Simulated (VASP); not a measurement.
# Ge3Pd (Pm-3m) in VASP: single point with PBEsol+U

Aim: the single point of Ge3Pd with PBEsol+U.

Everything below comes from runs of VASP 6.6.1. Logs are shortened: lines on timing, memory, paths and dates and some standing lists are left out, and cuts for length are marked.

## Step 1: The cell of the first run

Symmetry: Pm-3m, No. 221, cubic system. Conventional cell: a = 4.142 Å, b = 4.142 Å, c = 4.142 Å, α = 90.00°, β = 90.00°, γ = 90.00°. Within 3.9 Å of Pd (site symmetry m-3m) lie 12 Ge at 2.93 Å. Within 3.9 Å of Ge (site symmetry 4/mmm) lie 4 Pd at 2.93 Å and 8 Ge at 2.93 Å.

## Step 2: Single point, PBEsol+U

Contents of INCAR:

```
SYSTEM = Ge3Pd
ALGO = Normal
EDIFF = 1E-6
ENCUT = 540
GGA = PS
GGA_COMPAT = .False.
ISIF = 2
ISMEAR = -1
LASPH = .True.
LCHARG = .False.
LDAU = .True.
LDAUJ = 0 0
LDAUL = 2 -1
LDAUPRINT = 1
LDAUTYPE = 2
LDAUU = 5 0
LMAXMIX = 4
LREAL = .False.
LWAVE = .False.
NBANDS = 38
NELM = 200
PREC = Accurate
SIGMA = 0.05
```

Contents of KPOINTS:

```
k-points
0
Gamma
  7 7 7
  0 0 0
```

Contents of POSCAR:

```
Ge3Pd
1.0
    4.1420230000      0.0000000000      0.0000000000
    0.0000000000      4.1420230000      0.0000000000
    0.0000000000      0.0000000000      4.1420230000
Pd Ge
1 3
Direct
    0.0000000000      0.0000000000      0.0000000000
    0.5000000000      0.5000000000      0.0000000000
    0.5000000000      0.0000000000      0.5000000000
    0.0000000000      0.5000000000      0.5000000000
```

Potentials or basis: VASP PAW PBE potentials, release 64 (Pd_sv_GW, Ge_d).

Run with:

```bash
> cat potpaw_PBE.64/Pd_sv_GW/POTCAR potpaw_PBE.64/Ge_d/POTCAR > POTCAR
> mpirun -np 1 vasp_std > vasp.out
```

OUTCAR:

```text
SYSTEM = Ge3Pd
   EDIFF = 1E-6
   ENCUT = 540
   GGA = PS
   ISIF = 2
   ISMEAR = -1
   LASPH = .True.
   LREAL = .False.
   NELM = 200
   PREC = Accurate

 ion  position               nearest neighbor table
   1  0.000  0.000  0.000-
   2  0.500  0.500  0.000-
   3  0.500  0.000  0.500-
   4  0.000  0.500  0.500-

  LATTYP: Found a simple cubic cell.
 ALAT       =     4.1420230000

  Lattice vectors:

 A1 = (   4.1420230000,   0.0000000000,   0.0000000000)
 A2 = (   0.0000000000,   4.1420230000,   0.0000000000)
 A3 = (   0.0000000000,   0.0000000000,   4.1420230000)

Analysis of symmetry for initial positions (statically):
=====================================================================
 Subroutine PRICEL returns:
 Original cell was already a primitive cell.

 Routine SETGRP: Setting up the symmetry group for a
 simple cubic supercell.

 Subroutine GETGRP returns: Found 48 space group operations
 (whereof 48 operations were pure point group operations)
 out of a pool of 48 trial point group operations.

The static configuration has the point symmetry O_h .

Analysis of symmetry for dynamics (positions and initial velocities):
=====================================================================
 Subroutine PRICEL returns:
 Original cell was already a primitive cell.

 Routine SETGRP: Setting up the symmetry group for a
 simple cubic supercell.

 Subroutine GETGRP returns: Found 48 space group operations
 (whereof 48 operations were pure point group operations)
 out of a pool of 48 trial point group operations.

The dynamic configuration has the point symmetry O_h .

 Subroutine INISYM returns: Found 48 space group operations
 (whereof 48 operations are pure point group operations),
 and found     1 'primitive' translations

----------------------------------------------------------------------------------------

                                     Primitive cell

  volume of cell :      71.0620

  direct lattice vectors                    reciprocal lattice vectors
     4.142023000  0.000000000  0.000000000     0.241427921  0.000000000  0.000000000
     0.000000000  4.142023000  0.000000000     0.000000000  0.241427921  0.000000000
     0.000000000  0.000000000  4.142023000     0.000000000  0.000000000  0.241427921

  length of vectors
     4.142023000  4.142023000  4.142023000     0.241427921  0.241427921  0.241427921

  position of ions in fractional coordinates (direct lattice)
     0.000000000  0.000000000  0.000000000
     0.500000000  0.500000000  0.000000000
     0.500000000  0.000000000  0.500000000
     0.000000000  0.500000000  0.500000000

  ion indices of the primitive-cell ions
   primitive index   ion index
                 1           1
                 2           2
                 3           3
                 4           4

----------------------------------------------------------------------------------------

 KPOINTS: k-points

Automatic generation of k-mesh.
 Grid dimensions read from file:
 generate k-points for:    7    7    7

 Generating k-lattice:

  Cartesian coordinates                     Fractional coordinates (reciprocal lattice)
     0.034489703  0.000000000  0.000000000     0.142857143  0.000000000  0.000000000
     0.000000000  0.034489703  0.000000000     0.000000000  0.142857143  0.000000000
     0.000000000  0.000000000  0.034489703     0.000000000  0.000000000  0.142857143

  Length of vectors
     0.034489703  0.034489703  0.034489703

  Shift w.r.t. Gamma in fractional coordinates (k-lattice)
     0.000000000  0.000000000  0.000000000

 Subroutine IBZKPT returns following result:
 ===========================================

 Found     20 irreducible k-points:

 Following reciprocal coordinates:
            Coordinates               Weight
  0.000000  0.000000  0.000000      1.000000
  0.142857  0.000000  0.000000      6.000000
  0.285714  0.000000  0.000000      6.000000
  0.428571  0.000000  0.000000      6.000000
  0.142857  0.142857  0.000000     12.000000
  0.285714  0.142857  0.000000     24.000000
[... 12 lines left out ...]
  0.428571  0.428571  0.285714     24.000000
  0.428571  0.428571  0.428571      8.000000
   k-points           NKPTS =     20   k-points in BZ     NKDIM =     20   number of bands    NBANDS=     38
   number of dos      NEDOS =    301   number of ions     NIONS =      4
   total plane-waves  NPLWV =  32768
   dimension x,y,z NGX =    32 NGY =   32 NGZ =   32
   dimension x,y,z NGXF=    64 NGYF=   64 NGZF=   64
   ions per type =               1   3
   NGX,Y,Z   is equivalent  to a cutoff of  12.84, 12.84, 12.84 a.u.
   NGXF,Y,Z  is equivalent  to a cutoff of  25.69, 25.69, 25.69 a.u.
 SYSTEM =  Ge3Pd
   PREC   = accura    normal or accurate (medium, high low for compatibility)
   ISTART =      0    job   : 0-new  1-cont  2-samecut
   ICHARG =      2    charge: 1-file 2-atom 10-const
   ISPIN  =      1    spin polarized calculation?
   LNONCOLLINEAR =      F non collinear calculations
   LSORBIT =      F    spin-orbit coupling
   LASPH  =      T    aspherical Exc in radial PAW
   ENCUT  =  540.0 eV  39.69 Ry    6.30 a.u.   7.85  7.85  7.85*2*pi/ulx,y,z
   NELM   =    200;   NELMIN=  2; NELMDL= -5     # of ELM steps
   EDIFF  = 0.1E-05   stopping-criterion for ELM
   LREAL  =      F    real-space projection
   EDIFFG = 0.1E-04   stopping-criterion for IOM
   NSW    =      0    number of steps for IOM
   IBRION =     -1    ionic relax: 0-MD 1-quasi-New 2-CG
   NFREE  =      0    steps in history (QN), initial steepest desc. (CG)
   ISIF   =      2    stress and relaxation
   ISYM   =      2    0-nonsym 1-usesym 2-fastsym
   POTIM  = 0.5000    time-step for ionic-motion
   TEBEG  =    0.0;   TEEND  =   0.0 temperature during run
   PSTRESS=    0.0 pullay stress
   NELECT =      60.0000    total number of electrons
   NUPDOWN=      -1.0000    fix difference up-down
   EMIN   =  10.00;   EMAX   =-10.00  energy-range for DOS
   EFERMI =   0.00;   METHOD = LEGACY
   ISMEAR =    -1;   SIGMA  =   0.05  broadening in eV -4-tet -1-fermi 0-gaus
   EFERMI_NEDOS =   21; number of points for ismear=-14 and -15
   IALGO  =     38    algorithm
   IMIX   =      4    mixing-type and parameters
     AMIX     =   0.40;   BMIX     =  1.00
     AMIX_MAG =   1.60;   BMIX_MAG =  1.00
  volume/ion in A,a.u.               =      17.77       119.89
  Fermi-wavevector in a.u.,A,eV,Ry     =   1.547317  2.924006 32.574948  2.394191
  Thomas-Fermi vector in A             =   2.652428
   LORBIT       =      0    0 simple, 1 ext, 2 COOP (PROOUT), +10 PAW based schemes
 LDA+U is selected, type is set to LDAUTYPE =  2
   angular momentum for each species LDAUL =     2   -1
   U (eV)           for each species LDAUU =   5.0  0.0
   J (eV)           for each species LDAUJ =   0.0  0.0
   GGA     = PS    functional components
   LHFCALC =     F    Hartree Fock is set to
   AEXX    =    0.0000 exact exchange contribution
   IVDW    =     0    specifies the selected vdW correction
   LEPSILON=     F    determine dielectric tensor
   LRPA    =     F    only Hartree local field effects (RPA)
 non-spin polarized calculation
  energy-cutoff  :      540.00
  volume of cell :       71.06
 maximum number of plane-waves:      2038
 NGX is ok and might be reduce to    32
   NGX = 15   NGY = 15   NGZ = 15

atom =   1  type =  1  l = 2

 onsite density matrix

spin component  1

  0.7656  0.0000  0.0000  0.0000  0.0000
  0.0000  0.7656  0.0000 -0.0000 -0.0000
  0.0000  0.0000  0.7791  0.0000  0.0000
  0.0000 -0.0000  0.0000  0.7656  0.0000
  0.0000 -0.0000  0.0000  0.0000  0.7791

spin component  2

  0.7656  0.0000  0.0000  0.0000  0.0000
  0.0000  0.7656  0.0000 -0.0000 -0.0000
  0.0000  0.0000  0.7791  0.0000  0.0000
  0.0000 -0.0000  0.0000  0.7656  0.0000
  0.0000 -0.0000  0.0000  0.0000  0.7791

 occupancies and eigenvectors

  o =  0.7656  v =  0.0000  0.1668  0.0000 -0.9860 -0.0000  0.0000  0.0000  0.0000  0.0000  0.0000      0.0000  0.0000  0.0000  0.0000  0.0000  0.0000  0.0000  0.0000  0.0000  0.0000
  o =  0.7656  v =  0.0000  0.0000  0.0000  0.0000  0.0000  0.0000  0.1668  0.0000 -0.9860 -0.0000      0.0000  0.0000  0.0000  0.0000  0.0000  0.0000  0.0000  0.0000  0.0000  0.0000
  o =  0.7656  v =  0.0000 -0.9860  0.0000 -0.1668  0.0000  0.0000  0.0000  0.0000  0.0000  0.0000      0.0000  0.0000  0.0000  0.0000  0.0000  0.0000  0.0000  0.0000  0.0000  0.0000
  o =  0.7656  v =  0.0000  0.0000  0.0000  0.0000  0.0000  0.0000 -0.9860  0.0000 -0.1668  0.0000      0.0000  0.0000  0.0000  0.0000  0.0000  0.0000  0.0000  0.0000  0.0000  0.0000
  o =  0.7656  v =  1.0000  0.0000  0.0000  0.0000  0.0000  0.0000  0.0000  0.0000  0.0000  0.0000      0.0000  0.0000  0.0000  0.0000  0.0000  0.0000  0.0000  0.0000  0.0000  0.0000
  o =  0.7656  v =  0.0000  0.0000  0.0000  0.0000  0.0000  1.0000  0.0000  0.0000  0.0000  0.0000      0.0000  0.0000  0.0000  0.0000  0.0000  0.0000  0.0000  0.0000  0.0000  0.0000
  o =  0.7791  v =  0.0000  0.0000  0.0000  0.0000  0.0000  0.0000 -0.0000  0.3883  0.0000 -0.9215      0.0000  0.0000  0.0000  0.0000  0.0000  0.0000  0.0000  0.0000  0.0000  0.0000
  o =  0.7791  v =  0.0000 -0.0000  0.3883  0.0000 -0.9215  0.0000  0.0000  0.0000  0.0000  0.0000      0.0000  0.0000  0.0000  0.0000  0.0000  0.0000  0.0000  0.0000  0.0000  0.0000
  o =  0.7791  v =  0.0000  0.0000  0.0000  0.0000  0.0000  0.0000 -0.0000 -0.9215 -0.0000 -0.3883      0.0000  0.0000  0.0000  0.0000  0.0000  0.0000  0.0000  0.0000  0.0000  0.0000
  o =  0.7791  v =  0.0000 -0.0000 -0.9215 -0.0000 -0.3883  0.0000  0.0000  0.0000  0.0000  0.0000      0.0000  0.0000  0.0000  0.0000  0.0000  0.0000  0.0000  0.0000  0.0000  0.0000

 number of electron      60.0000071 magnetization

 Free energy of the ion-electron system (eV)
  ---------------------------------------------------
  ext. energy  EPLUGINS =         0.00000000
  ---------------------------------------------------
  free energy    TOTEN  =       -14.61461439 eV

  energy without entropy =      -14.59913092  energy(sigma->0) =      -14.60687265

 E-fermi :   7.0210     XC(G=0): -11.9114

 val. band max:        6.9739376706   @ k =   0.4286   0.4286   0.1429
 cond. band min:       7.0737471213   @ k =   0.4286   0.4286   0.0000
 fundamental gap:      0.0998094507
 Fermi energy:         7.0210418906

 k-point     1 :       0.0000    0.0000    0.0000
  band No.  band energies     occupation
      1     -75.9482      2.00000
      2     -41.7853      2.00000
      3     -41.7853      2.00000
      4     -41.7853      2.00000
      5     -17.6613      2.00000
      6     -17.6613      2.00000
[... 30 lines left out ...]
     37      12.7122      0.00000
     38      16.0481      0.00000

 k-point     2 :       0.1429    0.0000    0.0000
  band No.  band energies     occupation
      1     -75.9482      2.00000
      2     -41.7857      2.00000
      3     -41.7854      2.00000
      4     -41.7854      2.00000
      5     -17.6601      2.00000
      6     -17.6534      2.00000
[... 30 lines left out ...]
     37      12.1772      0.00000
     38      16.0472      0.00000

 k-point     3 :       0.2857    0.0000    0.0000
  band No.  band energies     occupation
      1     -75.9482      2.00000
      2     -41.7863      2.00000
      3     -41.7854      2.00000
      4     -41.7854      2.00000
      5     -17.6574      2.00000
      6     -17.6310      2.00000
[... 30 lines left out ...]
     37      12.2151      0.00000
     38      16.0451      0.00000

 k-point     4 :       0.4286    0.0000    0.0000
  band No.  band energies     occupation
      1     -75.9482      2.00000
      2     -41.7872      2.00000
      3     -41.7854      2.00000
      4     -41.7854      2.00000
      5     -17.6551      2.00000
      6     -17.6147      2.00000
[... 30 lines left out ...]
     37      13.6052      0.00000
     38      16.0446      0.00000
[... 539 lines left out ...]
      4     -41.7859      2.00000
      5     -17.6280      2.00000
      6     -17.6148      2.00000
[... 30 lines left out ...]
     37      13.8081      0.00000
     38      16.0397      0.00000

 k-point    19 :       0.4286    0.4286    0.2857
  band No.  band energies     occupation
      1     -75.9481      2.00000
      2     -41.7868      2.00000
      3     -41.7866      2.00000
      4     -41.7861      2.00000
      5     -17.6217      2.00000
      6     -17.6138      2.00000
[... 30 lines left out ...]
     37      14.5135      0.00000
     38      17.3901      0.00000

 k-point    20 :       0.4286    0.4286    0.4286
  band No.  band energies     occupation
      1     -75.9481      2.00000
      2     -41.7867      2.00000
      3     -41.7864      2.00000
      4     -41.7864      2.00000
      5     -17.6225      2.00000
      6     -17.6171      2.00000
[... 30 lines left out ...]
     37      14.5333      0.00000
     38      18.7821      0.00000

------------------------ aborting loop because EDIFF is reached ----------------------------------------

  FORCE on cell =-STRESS in cart. coord.  units (eV):
  Direction    XX          YY          ZZ          XY          YZ          ZX
  --------------------------------------------------------------------------------------
  -------------------------------------------------------------------------------------
  Total       -2.2665157     -2.2665157     -2.2665157     -0.0000000     -0.0000000      0.0000000
  in kB      -51.1012811    -51.1012811    -51.1012811     -0.0000000     -0.0000000      0.0000000
  external PRESSURE =     -51.1012811 kB  Pullay stress =       0.0000000 kB

 VOLUME and BASIS-vectors are now :
 -----------------------------------------------------------------------------
  energy-cutoff  :      540.00
  volume of cell :       71.06
      direct lattice vectors                 reciprocal lattice vectors
     4.142023000  0.000000000  0.000000000     0.241427921  0.000000000  0.000000000
     0.000000000  4.142023000  0.000000000     0.000000000  0.241427921  0.000000000
     0.000000000  0.000000000  4.142023000     0.000000000  0.000000000  0.241427921

 POSITION                                       TOTAL-FORCE (eV/Angst)
 -----------------------------------------------------------------------------------
      0.00000      0.00000      0.00000         0.000000      0.000000      0.000000
      2.07101      2.07101      0.00000         0.000000      0.000000      0.000000
      2.07101      0.00000      2.07101         0.000000      0.000000      0.000000
      0.00000      2.07101      2.07101         0.000000      0.000000      0.000000
 -----------------------------------------------------------------------------------
    total drift:                                0.000000     -0.000000     -0.000000

  FREE ENERGIE OF THE ION-ELECTRON SYSTEM (eV)
  ---------------------------------------------------
  free  energy   TOTEN  =       -14.6146143934 eV

  energy  without entropy=      -14.5991309153  energy(sigma->0) =      -14.60687265
```

Wall time 68 s (1 thread of AMD EPYC 7R43 (Zen 3), shared host); peak memory 0.18 GiB.

What came out:

```
Free energy            : -14.6146 eV
Pressure               : -5.1 GPa
Band gap on the k mesh : zero (band 30 reaches 7.16 eV, above the bottom of band 31 at 5.42 eV)
```

Eigenvalues of the final occupation matrices:
```
    site  spin  trace               eigenvalues
site 1 d     1   3.85  0.77 0.77 0.77 0.78 0.78
site 1 d     2   3.85  0.77 0.77 0.77 0.78 0.78
```

Caveat: the PAW data sets were made with another functional, which shifts forces and pressure a little; U without spin polarisation on a metal has little footing; the U is typed as a test and isn't derived for this compound.
